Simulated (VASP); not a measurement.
# TaN (P-62m) in VASP: further runs

Runs on TaN. Level: LDA. Tasks: single point.

Everything below comes from runs of VASP 6.6.1. Logs are shortened: lines on timing, memory, paths and dates and some standing lists are left out, and cuts for length are marked.

### Step 1. The cell of the first run

It takes space group P-62m (No. 189, hexagonal). The conventional cell has a = 5.108 Å, b = 5.108 Å, c = 2.862 Å, α = 90.00°, β = 90.00°, γ = 120.00°. Ta (site symmetry -6) has 6 N at 2.13 Å and 5 Ta at 2.86 to 2.95 Å within 3.0 Å. Ta (site symmetry -62m) has 3 N at 2.01 Å within 2.7 Å. N (site symmetry m2m) has 5 Ta at 2.01 to 2.13 Å and 6 N at 2.72 to 2.86 Å within 2.9 Å.

### Step 2. Single point, LDA

INCAR

```
PREC = Accurate ; ENCUT = 520
EDIFF = 1E-7 ; ISMEAR = 1
SIGMA = 0.1 ; LREAL = F
LASPH = T ; NELM = 60
ALGO = Normal ; ISIF = 2
LWAVE = F ; LCHARG = T
LELF = T ; LVHAR = T
NBANDS = 33
```

KPOINTS

```
regular mesh
0
Gamma
  5 5 8
```

POSCAR

```
TaN
1.0
    5.1079151867      0.0000000000      0.0000000000
   -2.5539575933      4.4235843139      0.0000000000
    0.0000000000      0.0000000000      2.8616514835
Ta N
3 3
Direct
    0.3333333333      0.6666666667      0.5000000000
    0.6666666667      0.3333333333      0.5000000000
    0.0000000000      0.0000000000      0.0000000000
    0.3928500000      0.0000000000      0.0000000000
    0.6071500000      0.6071500000      0.0000000000
    0.0000000000      0.3928500000      0.0000000000
```

Potentials or basis: VASP PAW LDA potentials, release 64 (Ta_pv, N).

Run with:

```console
cat potpaw_LDA.64/Ta_pv/POTCAR potpaw_LDA.64/N/POTCAR > POTCAR
mpirun -np 1 vasp_std > vasp.out
```

OUTCAR:

```text
PREC = Accurate
   ENCUT = 520
   EDIFF = 1E-7
   ISMEAR = 1
   LREAL = F
   LASPH = T
   NELM = 60
   ISIF = 2

 ion  position               nearest neighbor table
   1  0.333  0.667  0.500-   5 2.13   5 2.13   4 2.13   4 2.13   6 2.13   6 2.13   2 2.95   2 2.95
                             2 2.95   3 3.28   3 3.28   3 3.28   3 3.28   3 3.28   3 3.28
   2  0.667  0.333  0.500-   6 2.13   6 2.13   4 2.13   4 2.13   5 2.13   5 2.13   1 2.95   1 2.95
                             1 2.95   3 3.28   3 3.28   3 3.28   3 3.28   3 3.28   3 3.28
   3  0.000  0.000  0.000-   4 2.01   6 2.01   5 2.01   2 3.28   1 3.28   1 3.28   2 3.28   2 3.28
                             2 3.28   1 3.28   1 3.28   2 3.28   2 3.28   1 3.28   1 3.28
   4  0.393  0.000  0.000-   3 2.01   1 2.13   1 2.13   2 2.13   2 2.13
   5  0.607  0.607  0.000-   3 2.01   1 2.13   1 2.13   2 2.13   2 2.13
   6  0.000  0.393  0.000-   3 2.01   2 2.13   2 2.13   1 2.13   1 2.13

  LATTYP: Found a hexagonal cell.
 ALAT       =     5.1079151867
 C/A-ratio  =     0.5602386451

  Lattice vectors:

 A1 = (   5.1079151867,   0.0000000000,   0.0000000000)
 A2 = (  -2.5539575933,   4.4235843139,   0.0000000000)
 A3 = (   0.0000000000,   0.0000000000,   2.8616514835)

Analysis of symmetry for initial positions (statically):
=====================================================================
 Subroutine PRICEL returns:
 Original cell was already a primitive cell.

 Routine SETGRP: Setting up the symmetry group for a
 hexagonal supercell.

 Subroutine GETGRP returns: Found 12 space group operations
 (whereof 12 operations were pure point group operations)
 out of a pool of 24 trial point group operations.

The static configuration has the point symmetry D_3h.

Analysis of symmetry for dynamics (positions and initial velocities):
=====================================================================
 Subroutine PRICEL returns:
 Original cell was already a primitive cell.

 Routine SETGRP: Setting up the symmetry group for a
 hexagonal supercell.

 Subroutine GETGRP returns: Found 12 space group operations
 (whereof 12 operations were pure point group operations)
 out of a pool of 24 trial point group operations.

The dynamic configuration has the point symmetry D_3h.

 Subroutine INISYM returns: Found 12 space group operations
 (whereof 12 operations are pure point group operations),
 and found     1 'primitive' translations

----------------------------------------------------------------------------------------
[... 105 lines left out ...]
   NFREE  =      0    steps in history (QN), initial steepest desc. (CG)
   ISIF   =      2    stress and relaxation
   ISYM   =      2    0-nonsym 1-usesym 2-fastsym
   POTIM  = 0.5000    time-step for ionic-motion
   TEBEG  =    0.0;   TEEND  =   0.0 temperature during run
   PSTRESS=    0.0 pullay stress
   NELECT =      48.0000    total number of electrons
   NUPDOWN=      -1.0000    fix difference up-down
   EMIN   =  10.00;   EMAX   =-10.00  energy-range for DOS
   EFERMI =   0.00;   METHOD = LEGACY
   ISMEAR =     1;   SIGMA  =   0.10  broadening in eV -4-tet -1-fermi 0-gaus
   EFERMI_NEDOS =   21; number of points for ismear=-14 and -15
   IALGO  =     38    algorithm
   IMIX   =      4    mixing-type and parameters
     AMIX     =   0.40;   BMIX     =  1.00
     AMIX_MAG =   1.60;   BMIX_MAG =  1.00
  volume/ion in A,a.u.               =      10.78        72.72
  Fermi-wavevector in a.u.,A,eV,Ry     =   1.482326  2.801190 29.895942  2.197290
  Thomas-Fermi vector in A             =   2.596126
   LORBIT       =      0    0 simple, 1 ext, 2 COOP (PROOUT), +10 PAW based schemes
   GGA     = CA    functional components
   LHFCALC =     F    Hartree Fock is set to
   AEXX    =    0.0000 exact exchange contribution
   IVDW    =     0    specifies the selected vdW correction
   LEPSILON=     F    determine dielectric tensor
   LRPA    =     F    only Hartree local field effects (RPA)
 non-spin polarized calculation
 Methfessel and Paxton  Order N= 1 SIGMA  =   0.10
  energy-cutoff  :      520.00
  volume of cell :       64.66
 maximum number of plane-waves:      1774
 NGX is ok and might be reduce to    40
   NGX = 19   NGY = 19   NGZ = 11

 number of electron      47.9999997 magnetization

 Free energy of the ion-electron system (eV)
  ---------------------------------------------------
  ext. energy  EPLUGINS =         0.00000000
  ---------------------------------------------------
  free energy    TOTEN  =       -74.08425935 eV

  energy without entropy =      -74.08225568  energy(sigma->0) =      -74.08359146

 E-fermi :   9.0035     XC(G=0): -13.5150

 val. band max:        8.6933977173   @ k =   0.2000   0.0000   0.1250
 cond. band min:       9.0342599132   @ k =   0.2000   0.0000   0.2500
 fundamental gap:      0.3408621959
 Fermi energy:         9.0034582982

 k-point     1 :       0.0000    0.0000    0.0000
  band No.  band energies     occupation
      1     -27.2788      2.00000
      2     -27.2788      2.00000
      3     -26.8706      2.00000
      4     -26.8706      2.00000
      5     -26.6407      2.00000
      6     -26.5045      2.00000
[... 853 lines left out ...]
     32      14.0240      0.00000
     33      14.3857      0.00000

 [... further k-points ...]

------------------------ aborting loop because EDIFF is reached ----------------------------------------

  FORCE on cell =-STRESS in cart. coord.  units (eV):
  Direction    XX          YY          ZZ          XY          YZ          ZX
  --------------------------------------------------------------------------------------
  -------------------------------------------------------------------------------------
  Total        4.2208305      4.2208305      3.3863897      0.0000000      0.0000000     -0.0000000
  in kB      104.5860519    104.5860520     83.9098204      0.0000000      0.0000000     -0.0000000
  external PRESSURE =      97.6939748 kB  Pullay stress =       0.0000000 kB

 VOLUME and BASIS-vectors are now :
 -----------------------------------------------------------------------------
  energy-cutoff  :      520.00
  volume of cell :       64.66
      direct lattice vectors                 reciprocal lattice vectors
     5.107915187  0.000000000  0.000000000     0.195774590  0.113030512  0.000000000
    -2.553957593  4.423584314  0.000000000     0.000000000  0.226061024  0.000000000
     0.000000000  0.000000000  2.861651484     0.000000000  0.000000000  0.349448563

 POSITION                                       TOTAL-FORCE (eV/Angst)
 -----------------------------------------------------------------------------------
     -0.00000      2.94906      1.43083        -0.000000     -0.000000      0.000000
      2.55396      1.47453      1.43083        -0.000000     -0.000000      0.000000
      0.00000      0.00000      0.00000        -0.000000     -0.000000      0.000000
      2.00664      0.00000      0.00000         0.161119     -0.000000     -0.000000
      1.55064      2.68578      0.00000        -0.080559     -0.139533      0.000000
     -1.00332      1.73781      0.00000        -0.080559      0.139533     -0.000000
 -----------------------------------------------------------------------------------
    total drift:                               -0.000001     -0.000002      0.000000

  FREE ENERGIE OF THE ION-ELECTRON SYSTEM (eV)
  ---------------------------------------------------
  free  energy   TOTEN  =       -74.0842593531 eV

  energy  without entropy=      -74.0822556827  energy(sigma->0) =      -74.08359146
```

OSZICAR:

```text
N       E                     dE             d eps       ncg     rms          rms(c)
DAV:   1     0.447209015965E+03    0.44721E+03   -0.25897E+04  1650   0.153E+03
DAV:   2    -0.546699012358E+02   -0.50188E+03   -0.47723E+03  1891   0.451E+02
DAV:   3    -0.834166825200E+02   -0.28747E+02   -0.28288E+02  2031   0.103E+02
DAV:   4    -0.839401403448E+02   -0.52346E+00   -0.52091E+00  2004   0.135E+01
DAV:   5    -0.839510938197E+02   -0.10953E-01   -0.10946E-01  2171   0.159E+00    0.479E+01
DAV:   6    -0.744367840458E+02    0.95143E+01   -0.47143E+01  2012   0.373E+01    0.205E+01
DAV:   7    -0.741788313913E+02    0.25795E+00   -0.22266E+00  2016   0.800E+00    0.114E+01
DAV:   8    -0.740980313624E+02    0.80800E-01   -0.30091E-01  2040   0.346E+00    0.840E-01
DAV:   9    -0.740851565504E+02    0.12875E-01   -0.33635E-02  2082   0.145E+00    0.346E-01
DAV:  10    -0.740844757774E+02    0.68077E-03   -0.85170E-03  1975   0.463E-01    0.158E-01
DAV:  11    -0.740842961187E+02    0.17966E-03   -0.15547E-03  2055   0.254E-01    0.467E-02
DAV:  12    -0.740842586199E+02    0.37499E-04   -0.19082E-04  1993   0.755E-02    0.145E-02
DAV:  13    -0.740842593183E+02   -0.69847E-06   -0.75563E-06  1970   0.168E-02    0.357E-03
DAV:  14    -0.740842593531E+02   -0.34785E-07   -0.13587E-07  1543   0.228E-03
   1 F= -.74084259E+02 E0= -.74083591E+02  d E =-.200367E-02
```

Run time: 77 s. Hardware: 1 thread of Intel Xeon 8259CL, shared host; peak memory 0.19 GiB.

Results:

| Quantity | Value |
| --- | --- |
| Free energy | -74.0843 eV |
| Pressure | 9.8 GPa |
| Largest force | 0.161 eV/Å |
| Band gap on the k mesh | zero (bands 24 and 25 overlap by 3.26 eV) |

Forces in eV/Å, atoms in the order of the input:
```
Ta   0.000  0.000  0.000
Ta   0.000  0.000  0.000
Ta   0.000  0.000  0.000
N    0.161  0.000  0.000
N   -0.081 -0.140  0.000
N   -0.081  0.140  0.000
```

Caveat: the cell stands under pressure; spin-orbit coupling is left out, which moves the levels of the heavy elements.

### Step 3. Single point, LDA

This run uses another cell than the first one, of 11.12 Å³/atom.

INCAR

```
PREC = Accurate ; ENCUT = 520
EDIFF = 1E-6 ; ISMEAR = 1
SIGMA = 0.1 ; LREAL = F
LASPH = T ; NELM = 60
ALGO = Normal ; ISIF = 2
LWAVE = F ; LCHARG = F
NBANDS = 33
```

KPOINTS is that of step 2.

POSCAR: that of step 2 with these lines changed.

```diff
@@ -2,5 +2,5 @@
 1.0
-    5.1079151867      0.0000000000      0.0000000000
-   -2.5539575933      4.4235843139      0.0000000000
-    0.0000000000      0.0000000000      2.8616514835
+    5.1611264660      0.0000000000      0.0000000000
+   -2.5805632330      4.4696666336      0.0000000000
+    0.0000000000      0.0000000000      2.8914624986
 Ta N
```

Potentials or basis: VASP PAW LDA potentials, release 64 (Ta_pv, N).

Run with:

```console
cat potpaw_LDA.64/Ta_pv/POTCAR potpaw_LDA.64/N/POTCAR > POTCAR
mpirun -np 1 vasp_std > vasp.out
```

It took 65 s on 1 thread of Intel Xeon 8259CL, shared host; peak memory 0.19 GiB.

It converged, with:

| Quantity | Value |
| --- | --- |
| Free energy | -74.1357 eV |
| Pressure | -1.7 GPa |
| Largest force | 0.021 eV/Å |
| Band gap on the k mesh | zero (bands 24 and 25 overlap by 3.15 eV) |

Forces in eV/Å, atoms in the order of the input:
```
Ta   0.000  0.000  0.000
Ta   0.000  0.000  0.000
Ta   0.000  0.000  0.000
N    0.021  0.000  0.000
N   -0.010 -0.018  0.000
N   -0.010  0.018  0.000
```

Stress tensor (GPa, compression positive):
```
-0.80  0.00  0.00
 0.00 -0.80  0.00
 0.00  0.00 -3.34
```

Levels at points of the mesh, in eV from the Fermi level:
```
           k point  band 21  band 22  band 23  band 24  band 25  band 26  band 27  band 28
(0.00, 0.00, 0.00)    -4.52    -3.56    -2.16    -1.18    -1.18     0.31     0.31     1.64
(0.00, 0.00, 0.50)    -4.57    -3.15    -3.15     1.71     1.71     1.84     2.03     2.03
```

Caveat: spin-orbit coupling is left out, which moves the levels of the heavy elements.
